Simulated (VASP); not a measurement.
# TiN (Fm-3m) in VASP: further runs

Runs on TiN. Level: PBEsol. Tasks: single point.

Everything below comes from runs of VASP 6.6.1. Logs are shortened: lines on timing, memory, paths and dates and some standing lists are left out, and cuts for length are marked.

## (1) The cell of the first run

It takes space group Fm-3m (No. 225, cubic). The conventional cell has a = 4.195 Å, b = 4.195 Å, c = 4.195 Å, α = 90.00°, β = 90.00°, γ = 90.00°. Within 2.8 Å of Ti (site symmetry m-3m) lie 6 N at 2.10 Å. N (site symmetry m-3m) has 6 Ti at 2.10 Å within 2.8 Å.

## (2) Single point, PBEsol

Input file INCAR:

```
PREC     = Accurate       # precision mode
ENCUT    = 520            # plane-wave cutoff, eV
EDIFF    = 1E-6           # SCF threshold, eV
ISMEAR   = -1             # smearing method
SIGMA    = 0.1            # smearing width, eV
LREAL    = F              # projectors in reciprocal space
LASPH    = T              # aspherical terms in the spheres
NELM     = 60             # most SCF steps
ALGO     = Normal         # electronic algorithm
ISIF     = 2              # what is computed and relaxed
LWAVE    = F              # write WAVECAR
LCHARG   = F              # write CHGCAR
GGA      = PS             # functional
NBANDS   = 16             # bands
```

Input file KPOINTS:

```
Automatic mesh
0
Gamma
  20 20 20
```

Input file POSCAR:

```
TiN
1.0
    0.0000000000      2.0977067734      2.0977067734
    2.0977067734      0.0000000000      2.0977067734
    2.0977067734      2.0977067734      0.0000000000
Ti N
1 1
Direct
    0.0000000000      0.0000000000      0.0000000000
    0.5000000000      0.5000000000      0.5000000000
```

Potentials or basis: VASP PAW PBE potentials, release 64 (Ti_sv, N).

Launch:

```console
$ cat potpaw_PBE.64/Ti_sv/POTCAR potpaw_PBE.64/N/POTCAR > POTCAR
$ mpirun -np 1 vasp_std > vasp.out
```

OUTCAR:

```text
PREC = Accurate
   ENCUT = 520
   EDIFF = 1E-6
   ISMEAR = -1
   LREAL = F
   LASPH = T
   NELM = 60
   ISIF = 2
   GGA = PS

 ion  position               nearest neighbor table
   1  0.000  0.000  0.000-   2 2.10   2 2.10   2 2.10   2 2.10   2 2.10   2 2.10
   2  0.500  0.500  0.500-   1 2.10   1 2.10   1 2.10   1 2.10   1 2.10   1 2.10

  LATTYP: Found a face centered cubic cell.
 ALAT       =     4.1954135468

  Lattice vectors:

 A1 = (   0.0000000000,   2.0977067734,   2.0977067734)
 A2 = (   2.0977067734,   0.0000000000,   2.0977067734)
 A3 = (   2.0977067734,   2.0977067734,   0.0000000000)

Analysis of symmetry for initial positions (statically):
=====================================================================
 Subroutine PRICEL returns:
 Original cell was already a primitive cell.

 Routine SETGRP: Setting up the symmetry group for a
 face centered cubic supercell.

 Subroutine GETGRP returns: Found 48 space group operations
 (whereof 48 operations were pure point group operations)
 out of a pool of 48 trial point group operations.

The static configuration has the point symmetry O_h .

Analysis of symmetry for dynamics (positions and initial velocities):
=====================================================================
 Subroutine PRICEL returns:
 Original cell was already a primitive cell.

 Routine SETGRP: Setting up the symmetry group for a
 face centered cubic supercell.

 Subroutine GETGRP returns: Found 48 space group operations
 (whereof 48 operations were pure point group operations)
 out of a pool of 48 trial point group operations.

The dynamic configuration has the point symmetry O_h .

 Subroutine INISYM returns: Found 48 space group operations
 (whereof 48 operations are pure point group operations),
 and found     1 'primitive' translations

----------------------------------------------------------------------------------------

                                     Primitive cell

  volume of cell :      18.4614

  direct lattice vectors                    reciprocal lattice vectors
     0.000000000  2.097706773  2.097706773    -0.238355525  0.238355525  0.238355525
     2.097706773  0.000000000  2.097706773     0.238355525 -0.238355525  0.238355525
     2.097706773  2.097706773  0.000000000     0.238355525  0.238355525 -0.238355525

  length of vectors
     2.966605369  2.966605369  2.966605369     0.412843880  0.412843880  0.412843880

  position of ions in fractional coordinates (direct lattice)
     0.000000000  0.000000000  0.000000000
     0.500000000  0.500000000  0.500000000

  ion indices of the primitive-cell ions
   primitive index   ion index
                 1           1
                 2           2

----------------------------------------------------------------------------------------

 KPOINTS: Automatic mesh

Automatic generation of k-mesh.
 Grid dimensions read from file:
 generate k-points for:   20   20   20

 Generating k-lattice:

  Cartesian coordinates                     Fractional coordinates (reciprocal lattice)
    -0.011917776  0.011917776  0.011917776     0.050000000  0.000000000  0.000000000
     0.011917776 -0.011917776  0.011917776     0.000000000  0.050000000  0.000000000
     0.011917776  0.011917776 -0.011917776     0.000000000  0.000000000  0.050000000

  Length of vectors
     0.020642194  0.020642194  0.020642194

  Shift w.r.t. Gamma in fractional coordinates (k-lattice)
     0.000000000  0.000000000  0.000000000

 Subroutine IBZKPT returns following result:
 ===========================================

 Found    256 irreducible k-points:

 Following reciprocal coordinates:
            Coordinates               Weight
  0.000000  0.000000  0.000000      1.000000
  0.050000  0.000000  0.000000      8.000000
  0.100000  0.000000  0.000000      8.000000
  0.150000  0.000000  0.000000      8.000000
  0.200000  0.000000  0.000000      8.000000
  0.250000  0.000000  0.000000      8.000000
[... 16 lines left out ...]
 -0.400000  0.050000  0.000000     24.000000
 -0.350000  0.050000  0.000000     24.000000
 [... further k-points ...]
   k-points           NKPTS =    256   k-points in BZ     NKDIM =    256   number of bands    NBANDS=     16
   number of dos      NEDOS =    301   number of ions     NIONS =      2
   total plane-waves  NPLWV =  13824
   dimension x,y,z NGX =    24 NGY =   24 NGZ =   24
   dimension x,y,z NGXF=    48 NGYF=   48 NGZF=   48
   ions per type =               1   1
   NGX,Y,Z   is equivalent  to a cutoff of  13.45, 13.45, 13.45 a.u.
   NGXF,Y,Z  is equivalent  to a cutoff of  26.90, 26.90, 26.90 a.u.
 SYSTEM =  unknown system
   PREC   = accura    normal or accurate (medium, high low for compatibility)
   ISTART =      0    job   : 0-new  1-cont  2-samecut
   ICHARG =      2    charge: 1-file 2-atom 10-const
   ISPIN  =      1    spin polarized calculation?
   LNONCOLLINEAR =      F non collinear calculations
   LSORBIT =      F    spin-orbit coupling
   LASPH  =      T    aspherical Exc in radial PAW
   ENCUT  =  520.0 eV  38.22 Ry    6.18 a.u.   5.52  5.52  5.52*2*pi/ulx,y,z
   NELM   =     60;   NELMIN=  2; NELMDL= -5     # of ELM steps
   EDIFF  = 0.1E-05   stopping-criterion for ELM
   LREAL  =      F    real-space projection
   EDIFFG = 0.1E-04   stopping-criterion for IOM
   NSW    =      0    number of steps for IOM
   IBRION =     -1    ionic relax: 0-MD 1-quasi-New 2-CG
   NFREE  =      0    steps in history (QN), initial steepest desc. (CG)
   ISIF   =      2    stress and relaxation
   ISYM   =      2    0-nonsym 1-usesym 2-fastsym
   POTIM  = 0.5000    time-step for ionic-motion
   TEBEG  =    0.0;   TEEND  =   0.0 temperature during run
   PSTRESS=    0.0 pullay stress
   NELECT =      17.0000    total number of electrons
   NUPDOWN=      -1.0000    fix difference up-down
   EMIN   =  10.00;   EMAX   =-10.00  energy-range for DOS
   EFERMI =   0.00;   METHOD = LEGACY
   ISMEAR =    -1;   SIGMA  =   0.10  broadening in eV -4-tet -1-fermi 0-gaus
   EFERMI_NEDOS =   21; number of points for ismear=-14 and -15
   IALGO  =     38    algorithm
   IMIX   =      4    mixing-type and parameters
     AMIX     =   0.40;   BMIX     =  1.00
     AMIX_MAG =   1.60;   BMIX_MAG =  1.00
  volume/ion in A,a.u.               =       9.23        62.29
  Fermi-wavevector in a.u.,A,eV,Ry     =   1.592709  3.009783 34.514186  2.536721
  Thomas-Fermi vector in A             =   2.691052
   LORBIT       =      0    0 simple, 1 ext, 2 COOP (PROOUT), +10 PAW based schemes
   GGA     = PS    functional components
   LHFCALC =     F    Hartree Fock is set to
   AEXX    =    0.0000 exact exchange contribution
   IVDW    =     0    specifies the selected vdW correction
   LEPSILON=     F    determine dielectric tensor
   LRPA    =     F    only Hartree local field effects (RPA)
 non-spin polarized calculation
  energy-cutoff  :      520.00
  volume of cell :       18.46
 maximum number of plane-waves:       531
 NGX is ok and might be reduce to    24
   NGX = 11   NGY = 11   NGZ = 11

 number of electron      16.9999998 magnetization

 Free energy of the ion-electron system (eV)
  ---------------------------------------------------
  ext. energy  EPLUGINS =         0.00000000
  ---------------------------------------------------
  free energy    TOTEN  =       -20.79287093 eV

  energy without entropy =      -20.76714930  energy(sigma->0) =      -20.78001012

 E-fermi :  11.7543     XC(G=0): -13.4055

 val. band max:       11.7471910550   @ k =  -0.1500   0.2000   0.0500
 cond. band min:      11.7589012913   @ k =   0.2500   0.0500   0.0000
 fundamental gap:      0.0117102364
 Fermi energy:        11.7542976912

 k-point     1 :       0.0000    0.0000    0.0000
  band No.  band energies     occupation
      1     -45.7976      2.00000
      2     -21.8517      2.00000
      3     -21.8517      2.00000
      4     -21.8517      2.00000
      5      -5.4811      2.00000
      6       9.7011      2.00000
[... 8 lines left out ...]
     15      24.9162      0.00000
     16      31.9382      0.00000

 k-point     2 :       0.0500    0.0000    0.0000
  band No.  band energies     occupation
      1     -45.7948      2.00000
      2     -21.8710      2.00000
      3     -21.8533      2.00000
      4     -21.8533      2.00000
      5      -5.4285      2.00000
      6       9.3822      2.00000
[... 8 lines left out ...]
     15      24.9708      0.00000
     16      31.8546      0.00000

 k-point     3 :       0.1000    0.0000    0.0000
  band No.  band energies     occupation
      1     -45.7867      2.00000
      2     -21.9266      2.00000
      3     -21.8578      2.00000
      4     -21.8578      2.00000
      5      -5.2741      2.00000
      6       8.6843      2.00000
[... 8 lines left out ...]
     15      25.0852      0.00000
     16      31.6373      0.00000

 k-point     4 :       0.1500    0.0000    0.0000
  band No.  band energies     occupation
      1     -45.7741      2.00000
      2     -22.0122      2.00000
      3     -21.8648      2.00000
      4     -21.8648      2.00000
      5      -5.0276      2.00000
      6       7.8427      2.00000
[... 8 lines left out ...]
     15      25.1378      0.00000
     16      31.1865      0.00000
[... 324 lines left out ...]
 k-point    22 :      -0.4500    0.0500    0.0000
  band No.  band energies     occupation
      1     -45.6822      2.00000
      2     -22.5803      2.00000
      3     -21.9284      2.00000
      4     -21.9147      2.00000
      5      -2.8928      2.00000
      6       3.5554      2.00000
[... 8 lines left out ...]
     15      25.7737      0.00000
     16      26.5039      0.00000

 k-point    23 :      -0.4000    0.0500    0.0000
  band No.  band energies     occupation
      1     -45.6887      2.00000
      2     -22.5415      2.00000
      3     -21.9282      2.00000
      4     -21.9077      2.00000
      5      -3.0832      2.00000
      6       3.8457      2.00000
[... 8 lines left out ...]
     15      25.5292      0.00000
     16      26.7992      0.00000

 k-point    24 :      -0.3500    0.0500    0.0000
  band No.  band energies     occupation
      1     -45.7000      2.00000
      2     -22.4730      2.00000
      3     -21.9245      2.00000
      4     -21.8987      2.00000
      5      -3.3940      2.00000
      6       4.3431      2.00000
[... 8 lines left out ...]
     15      25.1854      0.00000
     16      27.3342      0.00000

 [... further k-points ...]

------------------------ aborting loop because EDIFF is reached ----------------------------------------

  FORCE on cell =-STRESS in cart. coord.  units (eV):
  Direction    XX          YY          ZZ          XY          YZ          ZX
  --------------------------------------------------------------------------------------
  -------------------------------------------------------------------------------------
  Total        0.2815553      0.2815553      0.2815553      0.0000000      0.0000000      0.0000000
  in kB       24.4348611     24.4348611     24.4348611      0.0000000      0.0000000      0.0000000
  external PRESSURE =      24.4348611 kB  Pullay stress =       0.0000000 kB

 VOLUME and BASIS-vectors are now :
 -----------------------------------------------------------------------------
  energy-cutoff  :      520.00
  volume of cell :       18.46
      direct lattice vectors                 reciprocal lattice vectors
     0.000000000  2.097706773  2.097706773    -0.238355525  0.238355525  0.238355525
     2.097706773  0.000000000  2.097706773     0.238355525 -0.238355525  0.238355525
     2.097706773  2.097706773  0.000000000     0.238355525  0.238355525 -0.238355525

 POSITION                                       TOTAL-FORCE (eV/Angst)
 -----------------------------------------------------------------------------------
      0.00000      0.00000      0.00000         0.000000      0.000000      0.000000
      2.09771      2.09771      2.09771        -0.000000     -0.000000     -0.000000
 -----------------------------------------------------------------------------------
    total drift:                                0.000000     -0.000000     -0.000000

  FREE ENERGIE OF THE ION-ELECTRON SYSTEM (eV)
  ---------------------------------------------------
  free  energy   TOTEN  =       -20.7928709344 eV

  energy  without entropy=      -20.7671493011  energy(sigma->0) =      -20.78001012
```

Wall time 29 s (1 thread of Intel Xeon 6975P-C (Granite Rapids), shared host); peak memory 0.2 GiB.

Results:

| Property | Result |
| --- | --- |
| Free energy | -20.7929 eV |
| Pressure | 2.4 GPa |
| Band gap on the k mesh | zero (an odd number of electrons rules out a gap without spin polarisation) |

Levels at points of the mesh, in eV from the Fermi level:
```
           k point  band 6  band 7  band 8  band 9  band 10  band 11  band 12  band 13
(0.00, 0.00, 0.00)   -2.05   -2.05   -2.05   -0.65    -0.65    -0.65     0.61     0.61
(0.50, 0.00, 0.00)   -8.32   -5.66   -5.66    1.80     1.80     2.52     6.05     6.05
(0.50, 0.50, 0.00)   -5.91   -3.26   -3.26   -3.25     1.74     2.55     2.55     3.91
```

Caveat: the PAW data sets were made with another functional, which shifts forces and pressure a little.

(Continued in part 2 of 2.)
